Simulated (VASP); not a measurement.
InO: single point with r2SCAN

InO, a slab with vacuum:

```
In O
1.0
     3.45361    0.00000    0.00000
    -1.72681    2.99092    0.00000
     0.00000    0.00000   15.87710
In O
2 2
Direct
  0.66667 0.33333 0.59002
  0.66667 0.33333 0.40998
  0.00000 0.00000 0.63987
  0.00000 0.00000 0.36013
```

```yaml
Program: VASP 6.6.1
Task: single point
Functional: r2SCAN
Potentials_or_basis: VASP PAW PBE potentials, release 64 (In_d, O)
Cutoff: 520 eV
k_mesh: 6 × 6 × 1
Occupations: gaussian, width 0.01 eV
Spin: no spin polarisation
Dipole_correction: no
Further_INCAR_settings: ALGO = Normal; EDIFF = 1e-06; NBANDS = 27
```

```yaml
Largest_force: 0.343 eV/Å
Band_gap_on_the_k_mesh: 0.71 eV (least direct gap 1.44 eV)
```

Forces in eV/Å, atoms in the order of the input:
```
In   0.000  0.000  0.204
In   0.000  0.000 -0.204
O    0.000  0.000 -0.343
O    0.000  0.000  0.343
```

Levels at points of the mesh, in eV from the valence-band top:
```tsv
k point	band 15	band 16	band 17	band 18	band 19	band 20	band 21	band 22	band 23	band 24
(0.00, 0.00, 0.00)	-1.78	-1.78	-1.74	-1.74	-0.73	0.71	3.74	6.78	6.87	8.71
(0.50, 0.00, 0.00)	-2.69	-2.68	-2.58	-2.06	-0.23	2.62	4.67	5.88	7.50	8.73
```

It took 5.9 min on 1 thread of Intel Xeon 8259CL (shared host), peak memory 0.33 GiB.

Caveat: the PAW data sets were made with another functional, which shifts forces and pressure a little; spin-orbit coupling is left out, which moves the levels of the heavy elements.
